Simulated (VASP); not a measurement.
Here is a VASP 6.6.1 calculation.

INCAR

```
SYSTEM = HfSi2O6
PREC = Accurate
ENCUT = 600
EDIFF = 1E-6
ISMEAR = 0
SIGMA = 0.1
LREAL = .False.
LASPH = .True.
NELM = 60
ALGO = Normal
ISIF = 3
LWAVE = .False.
LCHARG = .False.
GGA = PE
IBRION = 2
NSW = 80
EDIFFG = -0.025
```

Contents of KPOINTS:

```
regular mesh
0
Gamma
  4 4 2
  0 0 0
```

File POSCAR:

```
HfSi2O6
1.0
   -0.0238951510     -4.9843512698      0.0409996720
   -4.9525448482      2.4685688009     -0.0660968693
    0.1226541637      0.0489216859     -5.9903049528
Hf Si O
1 2 6
Direct
    0.4384793764     -0.0167773452     -0.0003564910
    0.0193808845      0.5141875617      0.3474872622
    0.5222551533      0.5230154242      0.6843995028
    0.5790570781      0.8006064360      0.7981490231
    0.8514881926      0.5321510472      0.5529075726
    0.7890821832      0.2035371125      0.1915246620
    0.3605224235      0.2485468191      0.8399146315
    0.3162916131      0.4519014289      0.4161557244
    0.1242130953      0.7428315156      0.1698181124
```

Potentials or basis: VASP PAW PBE potentials, release 64 (Hf_pv, Si, O).

The run is started by

```bash
$ cat potpaw_PBE.64/Hf_pv/POTCAR potpaw_PBE.64/Si/POTCAR potpaw_PBE.64/O/POTCAR > POTCAR
$ mpirun -np 1 vasp_std > vasp.out
```

(1) What does it give for the relaxed volume?

(2) Estimate the relaxed cell.

(3) Predict the band gap on the k mesh.

Answers

(1) 16.00 Å³/atom.

(2) a = 4.991 Å, b = 5.523 Å, c = 5.850 Å, α = 91.52°, β = 89.76°, γ = 116.73°.

(3) 5.08 eV, indirect (least direct gap 5.33 eV).

Caveat: the k points lie up to 0.54 Å⁻¹ apart in the final cell; spin-orbit coupling is left out, which moves the levels of the heavy elements.
